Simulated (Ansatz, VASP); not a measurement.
TaN: VASP beside Ansatz

```
Ta N
1.0
     3.05000    0.00000    0.00000
    -1.52500    2.64138    0.00000
     0.00000    0.00000    4.84120
Ta N
2 2
Direct
  0.33333 0.66667 0.00000
  0.66667 0.33333 0.50000
  0.33333 0.66667 0.38500
  0.66667 0.33333 0.88500
```

Change from the starting cell: strain -0.0200 x Voigt [0, 0, 1, 0, 0, 0], atoms carried along.

Alike in both runs: task single point; functional PBEsol; k mesh 18 × 18 × 10; occupations gaussian, width 0.15 eV; no spin polarisation.

|  | VASP | Ansatz |
| --- | --- | --- |
| version | VASP 6.6.1 | Ansatz 0.2.0 |
| potentials or method | VASP PAW PBE potentials, release 64 (Ta_pv, N), cutoff 520 eV | scalar-relativistic, plane waves, PAW |
| valence electrons in the cell | 32 | 36 |

Ansatz gave:

- gap on the k mesh at the Fermi level (eV): none
- pressure (GPa): 139.7
- traceless stress, the component that is largest in VASP (GPa): -10.76
- rms of the force components (eV/Å): 0.732

Q: What did VASP give for the same quantities?

A: gap on the k mesh at the Fermi level (eV): none; pressure (GPa): 143.4; traceless stress, the component that is largest in VASP (GPa): -10.87; rms of the force components (eV/Å): 0.739.

VASP's potentials were made for PBE, not for PBEsol. Atom by atom the forces differ by 0.007 eV/Å (rms over components). A gap of «none» marks a metal or a gap that the smearing closes. Both programs put the cell under a high pressure, so it lies far from rest at this level. VASP's potentials hold 32 valence electrons a cell and Ansatz's 36, so a difference there can come from the potentials and not from the codes.

Spin-orbit coupling is off throughout. Noted on VASP's run: the cell as given lies far from equilibrium.
